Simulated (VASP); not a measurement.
# AlN (P2_1) in VASP: further runs

AlN is run at these levels: LDA; tasks: single point.

Everything below comes from runs of VASP 6.6.1. Logs are shortened: lines on timing, memory, paths and dates and some standing lists are left out, and cuts for length are marked.

## (1) The cell of the first run

Symmetry: P2_1, No. 4, monoclinic system. The conventional cell has a = 3.037 Å, b = 4.861 Å, c = 3.037 Å, α = 90.00°, β = 120.00°, γ = 90.00°. Al (site symmetry 1) has 4 N at 1.84 to 1.86 Å within 2.4 Å. N (site symmetry 1) has 4 Al at 1.84 to 1.86 Å within 2.4 Å.

## (2) Single point, LDA

INCAR

```
PREC     = Accurate       # precision mode
ENCUT    = 520            # plane-wave cutoff, eV
EDIFF    = 1E-6           # SCF threshold, eV
ISMEAR   = 0              # smearing method
SIGMA    = 0.05           # smearing width, eV
LREAL    = F              # projectors in reciprocal space
LASPH    = T              # aspherical terms in the spheres
NELM     = 100            # most SCF steps
ALGO     = Normal         # electronic algorithm
ISIF     = 2              # what is computed and relaxed
LWAVE    = F              # write WAVECAR
LCHARG   = T              # write CHGCAR
GGA      = CA             # functional
LELF     = T              # ELF
LVHAR    = T            
NBANDS   = 16             # bands
```

KPOINTS

```
Automatic mesh
0
Gamma
  9 9 6
```

POSCAR

```
AlN
1.0
    3.0370354175      0.0000000000      0.0000000000
   -1.5185177088      2.6301498238      0.0000000000
    0.0000000000      0.0000000000      4.8610264329
Al N
2 2
Direct
    0.3240411434      0.6666666667      0.0015210182
    0.6759588566      0.3333333333      0.5015210182
    0.3416263521      0.6666666667      0.3834789818
    0.6583736479      0.3333333333      0.8834789818
```

Potentials or basis: VASP PAW LDA potentials, release 64 (Al, N).

Launch:

```
cat potpaw_LDA.64/Al/POTCAR potpaw_LDA.64/N/POTCAR > POTCAR
mpirun -np 1 vasp_std > vasp.out
```

OUTCAR:

```text
PREC = Accurate
   ENCUT = 520
   EDIFF = 1E-6
   ISMEAR = 0
   LREAL = F
   LASPH = T
   NELM = 100
   ISIF = 2
   GGA = CA

 ion  position               nearest neighbor table
   1  0.324  0.667  0.002-   4 1.84   4 1.84   4 1.85   3 1.86   2 2.97   2 2.97   2 3.00   2 3.00
                             2 3.03   2 3.03
   2  0.676  0.333  0.502-   3 1.84   3 1.84   3 1.85   4 1.86   1 2.97   1 2.97   1 3.00   1 3.00
                             1 3.03   1 3.03
   3  0.342  0.667  0.383-   2 1.84   2 1.84   2 1.85   1 1.86
   4  0.658  0.333  0.883-   1 1.84   1 1.84   1 1.85   2 1.86

  LATTYP: Found a hexagonal cell.
 ALAT       =     3.0370354175
 C/A-ratio  =     1.6005827278

  Lattice vectors:

 A1 = (   3.0370354175,   0.0000000000,   0.0000000000)
 A2 = (  -1.5185177088,   2.6301498238,   0.0000000000)
 A3 = (   0.0000000000,   0.0000000000,   4.8610264329)

Analysis of symmetry for initial positions (statically):
=====================================================================
 Subroutine PRICEL returns:
 Original cell was already a primitive cell.

 Routine SETGRP: Setting up the symmetry group for a
 hexagonal supercell.

 Subroutine GETGRP returns: Found  2 space group operations
 (whereof  1 operations were pure point group operations)
 out of a pool of 24 trial point group operations.

The static configuration has the point symmetry C_1 .
 The point group associated with its full space group is C_2 .

Analysis of symmetry for dynamics (positions and initial velocities):
=====================================================================
 Subroutine PRICEL returns:
 Original cell was already a primitive cell.

 Routine SETGRP: Setting up the symmetry group for a
 hexagonal supercell.

 Subroutine GETGRP returns: Found  2 space group operations
 (whereof  1 operations were pure point group operations)
 out of a pool of 24 trial point group operations.

The dynamic configuration has the point symmetry C_1 .
 The point group associated with its full space group is C_2 .

 Subroutine INISYM returns: Found  2 space group operations
 (whereof  1 operations are pure point group operations),
 and found     1 'primitive' translations

----------------------------------------------------------------------------------------

                                     Primitive cell

  volume of cell :      38.8292

  direct lattice vectors                    reciprocal lattice vectors
     3.037035417  0.000000000  0.000000000     0.329268468  0.190103239  0.000000000
    -1.518517709  2.630149824  0.000000000     0.000000000  0.380206478  0.000000000
     0.000000000  0.000000000  4.861026433     0.000000000  0.000000000  0.205717869

  length of vectors
     3.037035417  3.037035418  4.861026433     0.380206478  0.380206478  0.205717869

  position of ions in fractional coordinates (direct lattice)
     0.324041143  0.666666667  0.001521018
     0.675958857  0.333333333  0.501521018
     0.341626352  0.666666667  0.383478982
     0.658373648  0.333333333  0.883478982

  ion indices of the primitive-cell ions
   primitive index   ion index
                 1           1
                 2           2
                 3           3
                 4           4

----------------------------------------------------------------------------------------

 KPOINTS: Automatic mesh

Automatic generation of k-mesh.
 Grid dimensions read from file:
 generate k-points for:    9    9    6

 Generating k-lattice:

  Cartesian coordinates                     Fractional coordinates (reciprocal lattice)
     0.036585385  0.021122582  0.000000000     0.111111111 -0.000000000  0.000000000
     0.000000000  0.042245164  0.000000000     0.000000000  0.111111111  0.000000000
     0.000000000  0.000000000  0.034286312     0.000000000  0.000000000  0.166666667

  Length of vectors
     0.042245164  0.042245164  0.034286312

  Shift w.r.t. Gamma in fractional coordinates (k-lattice)
     0.000000000  0.000000000  0.000000000

 Subroutine IBZKPT returns following result:
 ===========================================

 Found    164 irreducible k-points:

 Following reciprocal coordinates:
            Coordinates               Weight
  0.000000  0.000000  0.000000      1.000000
  0.111111 -0.000000  0.000000      2.000000
  0.000000  0.111111  0.000000      2.000000
 -0.111111  0.111111  0.000000      2.000000
  0.222222 -0.000000  0.000000      2.000000
  0.000000  0.222222  0.000000      2.000000
[... 16 lines left out ...]
  0.333333  0.111111  0.000000      2.000000
 -0.111111  0.444444  0.000000      2.000000
 [... further k-points ...]
   k-points           NKPTS =    164   k-points in BZ     NKDIM =    164   number of bands    NBANDS=     16
   number of dos      NEDOS =    301   number of ions     NIONS =      4
   total plane-waves  NPLWV =  20736
   dimension x,y,z NGX =    24 NGY =   24 NGZ =   36
   dimension x,y,z NGXF=    48 NGYF=   48 NGZF=   72
   ions per type =               2   2
   NGX,Y,Z   is equivalent  to a cutoff of  13.14, 13.14, 12.31 a.u.
   NGXF,Y,Z  is equivalent  to a cutoff of  26.27, 26.27, 24.62 a.u.
 SYSTEM =  unknown system
   PREC   = accura    normal or accurate (medium, high low for compatibility)
   ISTART =      0    job   : 0-new  1-cont  2-samecut
   ICHARG =      2    charge: 1-file 2-atom 10-const
   ISPIN  =      1    spin polarized calculation?
   LNONCOLLINEAR =      F non collinear calculations
   LSORBIT =      F    spin-orbit coupling
   LASPH  =      T    aspherical Exc in radial PAW
   ENCUT  =  520.0 eV  38.22 Ry    6.18 a.u.   5.65  5.65  9.04*2*pi/ulx,y,z
   NELM   =    100;   NELMIN=  2; NELMDL= -5     # of ELM steps
   EDIFF  = 0.1E-05   stopping-criterion for ELM
   LREAL  =      F    real-space projection
   EDIFFG = 0.1E-04   stopping-criterion for IOM
   NSW    =      0    number of steps for IOM
   IBRION =     -1    ionic relax: 0-MD 1-quasi-New 2-CG
   NFREE  =      0    steps in history (QN), initial steepest desc. (CG)
   ISIF   =      2    stress and relaxation
   ISYM   =      2    0-nonsym 1-usesym 2-fastsym
   POTIM  = 0.5000    time-step for ionic-motion
   TEBEG  =    0.0;   TEEND  =   0.0 temperature during run
   PSTRESS=    0.0 pullay stress
   NELECT =      16.0000    total number of electrons
   NUPDOWN=      -1.0000    fix difference up-down
   EMIN   =  10.00;   EMAX   =-10.00  energy-range for DOS
   EFERMI =   0.00;   METHOD = LEGACY
   ISMEAR =     0;   SIGMA  =   0.05  broadening in eV -4-tet -1-fermi 0-gaus
   EFERMI_NEDOS =   21; number of points for ismear=-14 and -15
   IALGO  =     38    algorithm
   IMIX   =      4    mixing-type and parameters
     AMIX     =   0.40;   BMIX     =  1.00
     AMIX_MAG =   1.60;   BMIX_MAG =  1.00
  volume/ion in A,a.u.               =       9.71        65.51
  Fermi-wavevector in a.u.,A,eV,Ry     =   1.218228  2.302118 20.192140  1.484080
  Thomas-Fermi vector in A             =   2.353522
   LORBIT       =      0    0 simple, 1 ext, 2 COOP (PROOUT), +10 PAW based schemes
   GGA     = CA    functional components
   LHFCALC =     F    Hartree Fock is set to
   AEXX    =    0.0000 exact exchange contribution
   IVDW    =     0    specifies the selected vdW correction
   LEPSILON=     F    determine dielectric tensor
   LRPA    =     F    only Hartree local field effects (RPA)
 non-spin polarized calculation
 Gauss-broadening in eV      SIGMA  =   0.05
  energy-cutoff  :      520.00
  volume of cell :       38.83
 maximum number of plane-waves:      1087
   NGX = 11   NGY = 11   NGZ = 19

 number of electron      15.9999999 magnetization

 Free energy of the ion-electron system (eV)
  ---------------------------------------------------
  ext. energy  EPLUGINS =         0.00000000
  ---------------------------------------------------
  free energy    TOTEN  =       -32.75341145 eV

  energy without entropy =      -32.75341145  energy(sigma->0) =      -32.75341145

 E-fermi :   6.9303     XC(G=0): -11.5670

 val. band max:        6.6279123615   @ k =   0.0000   0.0000   0.0000
 cond. band min:      11.5016124254   @ k =   0.0000   0.0000   0.0000
 fundamental gap:      4.8737000639
 Fermi energy:         6.9303392678

 k-point     1 :       0.0000    0.0000    0.0000
  band No.  band energies     occupation
      1      -8.8681      2.00000
      2      -6.4077      2.00000
      3       0.2315      2.00000
      4       5.6954      2.00000
      5       5.7269      2.00000
      6       6.3346      2.00000
[... 8 lines left out ...]
     15      20.2380      0.00000
     16      20.3921      0.00000

 k-point     2 :       0.1111   -0.0000    0.0000
  band No.  band energies     occupation
      1      -8.6944      2.00000
      2      -6.3063      2.00000
      3       0.4293      2.00000
      4       4.9710      2.00000
      5       5.4917      2.00000
      6       5.6920      2.00000
[... 8 lines left out ...]
     15      19.9928      0.00000
     16      20.2395      0.00000

 k-point     3 :       0.0000    0.1111    0.0000
  band No.  band energies     occupation
      1      -8.6942      2.00000
      2      -6.3071      2.00000
      3       0.4300      2.00000
      4       4.9730      2.00000
      5       5.4973      2.00000
      6       5.7151      2.00000
[... 8 lines left out ...]
     15      20.0004      0.00000
     16      20.2115      0.00000

 k-point     4 :      -0.1111    0.1111    0.0000
  band No.  band energies     occupation
      1      -8.6939      2.00000
      2      -6.3079      2.00000
      3       0.4306      2.00000
      4       4.9721      2.00000
      5       5.5035      2.00000
      6       5.7409      2.00000
[... 8 lines left out ...]
     15      20.0755      0.00000
     16      20.1521      0.00000
[... 324 lines left out ...]
 k-point    22 :       0.3333   -0.1111    0.0000
  band No.  band energies     occupation
      1      -7.7440      2.00000
      2      -5.8683      2.00000
      3       1.5500      2.00000
      4       2.6146      2.00000
      5       3.3902      2.00000
      6       4.7699      2.00000
[... 8 lines left out ...]
     15      19.7156      0.00000
     16      21.0588      0.00000

 k-point    23 :       0.3333    0.1111    0.0000
  band No.  band energies     occupation
      1      -7.0057      2.00000
      2      -5.7221      2.00000
      3       1.3695      2.00000
      4       2.4933      2.00000
      5       2.6698      2.00000
      6       4.1547      2.00000
[... 8 lines left out ...]
     15      19.6556      0.00000
     16      22.0353      0.00000

 k-point    24 :      -0.1111    0.4444    0.0000
  band No.  band energies     occupation
      1      -6.9924      2.00000
      2      -5.7472      2.00000
      3       1.4285      2.00000
      4       2.5223      2.00000
      5       2.6632      2.00000
      6       4.1284      2.00000
[... 8 lines left out ...]
     15      19.4025      0.00000
     16      21.9883      0.00000

 [... further k-points ...]
[... 5 lines left out ...]
  --------------------------------------------------------------------------------------
  -------------------------------------------------------------------------------------
  Total        3.1008520      3.1221171      2.9002172     -0.0066597      0.0000000      0.0000000
  in kB      127.9479393    128.8253850    119.6693077     -0.2747945      0.0000000      0.0000000
  external PRESSURE =     125.4808773 kB  Pullay stress =       0.0000000 kB

 VOLUME and BASIS-vectors are now :
 -----------------------------------------------------------------------------
  energy-cutoff  :      520.00
  volume of cell :       38.83
      direct lattice vectors                 reciprocal lattice vectors
     3.037035417  0.000000000  0.000000000     0.329268468  0.190103239  0.000000000
    -1.518517709  2.630149824  0.000000000     0.000000000  0.380206478  0.000000000
     0.000000000  0.000000000  4.861026433     0.000000000  0.000000000  0.205717869

 POSITION                                       TOTAL-FORCE (eV/Angst)
 -----------------------------------------------------------------------------------
     -0.02822      1.75343      0.00739         0.165622      0.004271     -0.015702
      1.54674      0.87672      2.43791        -0.165622     -0.004271     -0.015702
      0.02519      1.75343      1.86410        -0.063287      0.001834      0.015702
      1.49333      0.87672      4.29461         0.063287     -0.001834      0.015702
 -----------------------------------------------------------------------------------
    total drift:                                0.000000      0.000000      0.000232

  FREE ENERGIE OF THE ION-ELECTRON SYSTEM (eV)
  ---------------------------------------------------
  free  energy   TOTEN  =       -32.7534114530 eV

  energy  without entropy=      -32.7534114530  energy(sigma->0) =      -32.75341145
```

Wall time 25 s (1 thread of Intel Xeon 6975P-C (Granite Rapids), shared host); peak memory 0.19 GiB.

Results:

| Quantity | Value |
| --- | --- |
| Free energy | -32.7534 eV |
| Pressure | 12.5 GPa |
| Largest force | 0.166 eV/Å |
| Band gap on the k mesh | 4.87 eV, direct |

Forces on the atoms (eV/Å):
```
Al   0.166  0.004 -0.016
Al  -0.166 -0.004 -0.016
N   -0.063  0.002  0.016
N    0.063 -0.002  0.016
```

Stress tensor (GPa, compression positive):
```
12.79 -0.03  0.00
-0.03 12.88  0.00
 0.00  0.00 11.97
```

Levels at points of the mesh, in eV from the valence-band top:
| k point | band 4 | band 5 | band 6 | band 7 | band 8 | band 9 | band 10 | band 11 | band 12 | band 13 |
| --- | --- | --- | --- | --- | --- | --- | --- | --- | --- | --- |
| (0.00, 0.00, 0.00) | -0.93 | -0.90 | -0.29 | -0.20 | 0.00 | 4.87 | 7.17 | 11.06 | 11.35 | 11.58 |
| (0.00, 0.00, 0.50) | -3.46 | -0.60 | -0.60 | -0.58 | -0.58 | 7.05 | 7.05 | 10.73 | 10.73 | 11.78 |

A k mesh can miss the band edges. A hybrid or GW would open this gap; LDA tends to underestimate it.

## (3) Single point, LDA

INCAR

```
ALGO = Normal ; EDIFF = 1E-6
ENCUT = 520 ; GGA = CA
ISIF = 2 ; ISMEAR = 0
LASPH = True ; LCHARG = False
LREAL = False ; LWAVE = False
NBANDS = 16 ; NELM = 80
PREC = Accurate ; SIGMA = 0.05
```

KPOINTS

```
k-points
0
Gamma
  9 9 6
```

POSCAR

```
AlN
1.0
    3.0370354175      0.0000000000      0.0000000000
   -1.5185177088      2.6301498238      0.0000000000
    0.0000000000      0.0000000000      4.8610264329
Al N
2 2
Direct
    0.3147813304      0.6666666667      0.0015210182
    0.6852186696      0.3333333333      0.5015210182
    0.3498904753      0.6666666667      0.3834789818
    0.6501095247      0.3333333333      0.8834789818
```

Potentials or basis: VASP PAW LDA potentials, release 64 (Al, N).

Launch:

```
cat potpaw_LDA.64/Al/POTCAR potpaw_LDA.64/N/POTCAR > POTCAR
mpirun -np 1 vasp_std > vasp.out
```

It took 24 s on 1 thread of Intel Xeon 6975P-C (Granite Rapids), shared host; peak memory 0.19 GiB.

Results (log left out):

```yaml
Free_energy: -32.7347 eV
Pressure: 12.5 GPa
Largest_force: 0.331 eV/Å
Band_gap_on_the_k_mesh: 4.84 eV, direct
```

Forces on the atoms (eV/Å):
```
Al   0.331  0.017  0.007
Al  -0.331 -0.017  0.007
N   -0.127  0.007 -0.007
N    0.127 -0.007 -0.007
```

Stress tensor (GPa, compression positive):
```
12.55 -0.06  0.00
-0.06 12.91  0.00
 0.00  0.00 11.92
```

Levels at points of the mesh, in eV from the valence-band top:
```tsv
k point	band 4	band 5	band 6	band 7	band 8	band 9	band 10	band 11	band 12	band 13
(0.00, 0.00, 0.00)	-0.96	-0.90	-0.36	-0.17	0.00	4.84	7.15	11.00	11.23	11.68
(0.00, 0.00, 0.50)	-3.47	-0.63	-0.63	-0.58	-0.58	7.01	7.01	10.70	10.70	11.76
```

A k mesh can miss the band edges. As with any semilocal functional, this LDA gap is likely too small.

(Part 1 of 2 ends here.)
